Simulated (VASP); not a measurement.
# Cr (I4/mmm) in VASP: single point with PBE

Aim: the single point of Cr with PBE.

All numbers are computed with VASP 6.6.1; they aren't measurements. Logs are shortened: lines on timing, memory, paths and dates and some standing lists are left out, and cuts for length are marked.

### Step 1. The cell of the first run

It takes space group I4/mmm (No. 139, tetragonal). Conventional cell: a = 2.831 Å, b = 2.831 Å, c = 3.266 Å, α = 90.00°, β = 90.00°, γ = 90.00°. Within 3.4 Å of Cr (site symmetry 4/mmm) lie 14 Cr at 2.58 to 3.27 Å.

### Step 2. Single point, PBE, collinear spin, antiferromagnetic start (stretched by +10 % along [0.0, 0.0, 1.0] at fixed volume)

Input file INCAR:

```
ALGO = Normal ; EDIFF = 1E-6
ENCUT = 520 ; GGA = PE
ISIF = 2 ; ISMEAR = -1
ISPIN = 2 ; LASPH = True
LCHARG = False ; LMAXMIX = 4
LORBIT = 11 ; LREAL = False
LWAVE = False ; MAGMOM = -3 3
NBANDS = 23 ; NELM = 150
PREC = Accurate ; SIGMA = 0.1
```

Input file KPOINTS:

```
k-points
0
Gamma
  11 11 9
```

Input file POSCAR:

```
Cr
1.0
    2.8307344662      0.0000000000      0.0000000000
    0.0000000000      2.8307344662      0.0000000000
    0.0000000000      0.0000000000      3.2657892906
Cr
2
Direct
    0.0000000000      0.0000000000      0.0000000000
    0.5000000000      0.5000000000      0.5000000000
```

Potentials or basis: VASP PAW PBE potentials, release 64 (Cr_pv).

Launch:

```bash
$ cat potpaw_PBE.64/Cr_pv/POTCAR > POTCAR
$ mpirun -np 1 vasp_std > vasp.out
```

OUTCAR:

```text
EDIFF = 1E-6
   ENCUT = 520
   GGA = PE
   ISIF = 2
   ISMEAR = -1
   ISPIN = 2
   LASPH = True
   LORBIT = 11
   LREAL = False
   NELM = 150
   PREC = Accurate

 ion  position               nearest neighbor table
   1  0.000  0.000  0.000-   2 2.58   2 2.58   2 2.58   2 2.58   2 2.58   2 2.58   2 2.58   2 2.58

   2  0.500  0.500  0.500-   1 2.58   1 2.58   1 2.58   1 2.58   1 2.58   1 2.58   1 2.58   1 2.58

  LATTYP: Found a simple tetragonal cell.
 ALAT       =     2.8307344662
 C/A-ratio  =     1.1536897330

  Lattice vectors:

 A1 = (   2.8307344662,   0.0000000000,   0.0000000000)
 A2 = (   0.0000000000,   2.8307344662,   0.0000000000)
 A3 = (   0.0000000000,   0.0000000000,   3.2657892906)

Analysis of symmetry for initial positions (statically):
=====================================================================
 Subroutine PRICEL returns following result:

  LATTYP: Found a body centered tetragonal cell.
 ALAT       =     2.8307344662
 C/A-ratio  =     1.1536897330

  Lattice vectors:

 A1 = (  -1.4153672331,  -1.4153672331,  -1.6328946453)
 A2 = (   1.4153672331,   1.4153672331,  -1.6328946453)
 A3 = (   1.4153672331,  -1.4153672331,   1.6328946453)

   2 primitive cells build up your supercell.

 Routine SETGRP: Setting up the symmetry group for a
 simple tetragonal supercell.

 Subroutine GETGRP returns: Found 16 space group operations
 (whereof 16 operations were pure point group operations)
 out of a pool of 16 trial point group operations.

The static configuration has the point symmetry D_4h.

Analysis of symmetry for dynamics (positions and initial velocities):
=====================================================================
 Subroutine PRICEL returns following result:

  LATTYP: Found a body centered tetragonal cell.
 ALAT       =     2.8307344662
 C/A-ratio  =     1.1536897330

  Lattice vectors:

 A1 = (  -1.4153672331,  -1.4153672331,  -1.6328946453)
 A2 = (   1.4153672331,   1.4153672331,  -1.6328946453)
 A3 = (   1.4153672331,  -1.4153672331,   1.6328946453)

   2 primitive cells build up your supercell.

 Routine SETGRP: Setting up the symmetry group for a
 simple tetragonal supercell.

 Subroutine GETGRP returns: Found 16 space group operations
 (whereof 16 operations were pure point group operations)
 out of a pool of 16 trial point group operations.

The dynamic configuration has the point symmetry D_4h.

Analysis of structural, dynamic, and magnetic symmetry:
=====================================================================
 Subroutine PRICEL returns following result:

  LATTYP: Found a body centered tetragonal cell.
 ALAT       =     2.8307344662
 C/A-ratio  =     1.1536897330

  Lattice vectors:

 A1 = (  -1.4153672331,  -1.4153672331,  -1.6328946453)
 A2 = (   1.4153672331,   1.4153672331,  -1.6328946453)
 A3 = (   1.4153672331,  -1.4153672331,   1.6328946453)

   2 primitive cells build up your supercell.

 Routine SETGRP: Setting up the symmetry group for a
 simple tetragonal supercell.

 Subroutine GETGRP returns: Found 16 space group operations
 (whereof 16 operations were pure point group operations)
 out of a pool of 16 trial point group operations.

The overall configuration has the point symmetry D_4h.

 Subroutine INISYM returns: Found 16 space group operations
 (whereof 16 operations are pure point group operations),
 and found     2 'primitive' translations

----------------------------------------------------------------------------------------

                                     Primitive cell

  volume of cell :      13.0845

  direct lattice vectors                    reciprocal lattice vectors
    -1.415367233 -1.415367233 -1.632894645     0.000000000 -0.353265208 -0.306204691
     1.415367233  1.415367233 -1.632894645     0.353265208  0.000000000 -0.306204691
     1.415367233 -1.415367233  1.632894645     0.353265208 -0.353265208  0.000000000

  length of vectors
     2.583190611  2.583190611  2.583190611     0.467501465  0.467501465  0.499592448

  position of ions in fractional coordinates (direct lattice)
     0.000000000  0.000000000  0.000000000

  ion indices of the primitive-cell ions
   primitive index   ion index
                 1           1

----------------------------------------------------------------------------------------

 KPOINTS: k-points

Automatic generation of k-mesh.
 Grid dimensions read from file:
 generate k-points for:   11   11    9

 Generating k-lattice:

  Cartesian coordinates                     Fractional coordinates (reciprocal lattice)
     0.032115019  0.000000000  0.000000000     0.090909091  0.000000000  0.000000000
     0.000000000  0.032115019  0.000000000     0.000000000  0.090909091  0.000000000
     0.000000000  0.000000000  0.034022743     0.000000000  0.000000000  0.111111111

  Length of vectors
     0.032115019  0.032115019  0.034022743

  Shift w.r.t. Gamma in fractional coordinates (k-lattice)
     0.000000000  0.000000000  0.000000000

 Subroutine IBZKPT returns following result:
 ===========================================

 Found    105 irreducible k-points:

 Following reciprocal coordinates:
            Coordinates               Weight
  0.000000  0.000000  0.000000      1.000000
  0.090909  0.000000  0.000000      4.000000
  0.181818  0.000000  0.000000      4.000000
  0.272727  0.000000  0.000000      4.000000
  0.363636  0.000000  0.000000      4.000000
  0.454545  0.000000  0.000000      4.000000
[... 16 lines left out ...]
  0.090909  0.000000  0.111111      8.000000
  0.181818  0.000000  0.111111      8.000000
 [... further k-points ...]
   k-points           NKPTS =    105   k-points in BZ     NKDIM =    105   number of bands    NBANDS=     23
   number of dos      NEDOS =    301   number of ions     NIONS =      2
   total plane-waves  NPLWV =  13824
   dimension x,y,z NGX =    24 NGY =   24 NGZ =   24
   dimension x,y,z NGXF=    48 NGYF=   48 NGZF=   48
   ions per type =               2
   NGX,Y,Z   is equivalent  to a cutoff of  14.09, 14.09, 12.22 a.u.
   NGXF,Y,Z  is equivalent  to a cutoff of  28.19, 28.19, 24.43 a.u.
 SYSTEM =  unknown system
   PREC   = accura    normal or accurate (medium, high low for compatibility)
   ISTART =      0    job   : 0-new  1-cont  2-samecut
   ICHARG =      2    charge: 1-file 2-atom 10-const
   ISPIN  =      2    spin polarized calculation?
   LNONCOLLINEAR =      F non collinear calculations
   LSORBIT =      F    spin-orbit coupling
   LASPH  =      T    aspherical Exc in radial PAW
   ENCUT  =  520.0 eV  38.22 Ry    6.18 a.u.   5.26  5.26  6.07*2*pi/ulx,y,z
   NELM   =    150;   NELMIN=  2; NELMDL= -5     # of ELM steps
   EDIFF  = 0.1E-05   stopping-criterion for ELM
   LREAL  =      F    real-space projection
   EDIFFG = 0.1E-04   stopping-criterion for IOM
   NSW    =      0    number of steps for IOM
   IBRION =     -1    ionic relax: 0-MD 1-quasi-New 2-CG
   NFREE  =      0    steps in history (QN), initial steepest desc. (CG)
   ISIF   =      2    stress and relaxation
   ISYM   =      2    0-nonsym 1-usesym 2-fastsym
   POTIM  = 0.5000    time-step for ionic-motion
   TEBEG  =    0.0;   TEEND  =   0.0 temperature during run
   PSTRESS=    0.0 pullay stress
   NELECT =      24.0000    total number of electrons
   NUPDOWN=      -1.0000    fix difference up-down
   EMIN   =  10.00;   EMAX   =-10.00  energy-range for DOS
   EFERMI =   0.00;   METHOD = LEGACY
   ISMEAR =    -1;   SIGMA  =   0.10  broadening in eV -4-tet -1-fermi 0-gaus
   EFERMI_NEDOS =   21; number of points for ismear=-14 and -15
   IALGO  =     38    algorithm
   IMIX   =      4    mixing-type and parameters
     AMIX     =   0.40;   BMIX     =  1.00
     AMIX_MAG =   1.60;   BMIX_MAG =  1.00
  volume/ion in A,a.u.               =      13.08        88.30
  Fermi-wavevector in a.u.,A,eV,Ry     =   1.590559  3.005721 34.421077  2.529878
  Thomas-Fermi vector in A             =   2.689235
   LORBIT       =     11    0 simple, 1 ext, 2 COOP (PROOUT), +10 PAW based schemes
   GGA     = PE    functional components
   LHFCALC =     F    Hartree Fock is set to
   AEXX    =    0.0000 exact exchange contribution
   IVDW    =     0    specifies the selected vdW correction
   LEPSILON=     F    determine dielectric tensor
   LRPA    =     F    only Hartree local field effects (RPA)
 spin polarized calculation
  energy-cutoff  :      520.00
  volume of cell :       26.17
 maximum number of plane-waves:       726
 NGX is ok and might be reduce to    24
   NGX = 11   NGY = 11   NGZ = 13

 number of electron      23.9999993 magnetization      -0.0000000

 number of electron      23.9999993 magnetization       0.0000000

 Free energy of the ion-electron system (eV)
  ---------------------------------------------------
  ext. energy  EPLUGINS =         0.00000000
  ---------------------------------------------------
  free energy    TOTEN  =       -18.67409313 eV

  energy without entropy =      -18.63302130  energy(sigma->0) =      -18.65355721

 E-fermi :   9.3714     XC(G=0): -12.9092

 val. band max:        9.3696031212   @ k =   0.4545   0.0909   0.0000
 cond. band min:       9.3733701768   @ k =   0.4545   0.0000   0.0000
 fundamental gap:      0.0037670556
 Fermi energy:         9.3714065111

 spin component 1

 k-point     1 :       0.0000    0.0000    0.0000
  band No.  band energies     occupation
      1     -34.4676      1.00000
      2     -34.3283      1.00000
      3     -34.3283      1.00000
      4     -32.5852      1.00000
      5     -32.4245      1.00000
      6     -32.4245      1.00000
[... 613 lines left out ...]
     22      22.2853      0.00000
     23      24.5255      0.00000

 [... further k-points ...]

 spin component 2

 k-point     1 :       0.0000    0.0000    0.0000
  band No.  band energies     occupation
      1     -34.4676      1.00000
      2     -34.3283      1.00000
      3     -34.3283      1.00000
      4     -32.5852      1.00000
      5     -32.4245      1.00000
      6     -32.4245      1.00000
[... 613 lines left out ...]
     22      22.2853      0.00000
     23      24.5255      0.00000

 [... further k-points ...]
[... 5 lines left out ...]
  --------------------------------------------------------------------------------------
  -------------------------------------------------------------------------------------
  Total        0.0224891      0.0224891     -5.0163416      0.0000000      0.0000000      0.0000000
  in kB        1.3768803      1.3768803   -307.1222344      0.0000000      0.0000000      0.0000000
  external PRESSURE =    -101.4561579 kB  Pullay stress =       0.0000000 kB

 VOLUME and BASIS-vectors are now :
 -----------------------------------------------------------------------------
  energy-cutoff  :      520.00
  volume of cell :       26.17
      direct lattice vectors                 reciprocal lattice vectors
     2.830734466  0.000000000  0.000000000     0.353265208  0.000000000  0.000000000
     0.000000000  2.830734466  0.000000000     0.000000000  0.353265208  0.000000000
     0.000000000  0.000000000  3.265789291     0.000000000  0.000000000  0.306204691

 POSITION                                       TOTAL-FORCE (eV/Angst)
 -----------------------------------------------------------------------------------
      0.00000      0.00000      0.00000         0.000000      0.000000     -0.000000
      1.41537      1.41537      1.63289        -0.000000     -0.000000      0.000000
 -----------------------------------------------------------------------------------
    total drift:                                0.000000      0.000000     -0.000000

  FREE ENERGIE OF THE ION-ELECTRON SYSTEM (eV)
  ---------------------------------------------------
  free  energy   TOTEN  =       -18.6740931284 eV

  energy  without entropy=      -18.6330212996  energy(sigma->0) =      -18.65355721

 total charge

# of ion       s       p       d       tot
------------------------------------------
    1        0.400   6.326   4.105  10.831
    2        0.400   6.326   4.105  10.831
--------------------------------------------------
tot          0.800  12.652   8.210  21.662

 magnetization (x)

# of ion       s       p       d       tot
------------------------------------------
    1       -0.026  -0.019  -1.806  -1.852
    2        0.026   0.019   1.806   1.852
--------------------------------------------------
tot          0.000   0.000   0.000   0.000
```

Wall time 2.4 min (1 thread of Intel Xeon Platinum 8375C at 2.90GHz (Ice Lake), shared host); peak memory 0.21 GiB.

What came out:

```yaml
Free_energy: -18.6741 eV
Pressure: -10.1 GPa
Band_gap_on_the_k_mesh: zero (filled and empty bands overlap)
Net_moment: 0.00 μB per cell
Site_moments: Cr -1.85, +1.85 μB
Valence_electrons_inside_the_program's_atomic_spheres: Cr 10.83
```

Caveat: the stress differs along the axes, from -31 to 0 GPa; an empty level that is flat over the whole mesh can mark a ghost state of the potentials, or a narrow d or f band; the antiferromagnetic order is the one typed at the start, and another may lie lower.
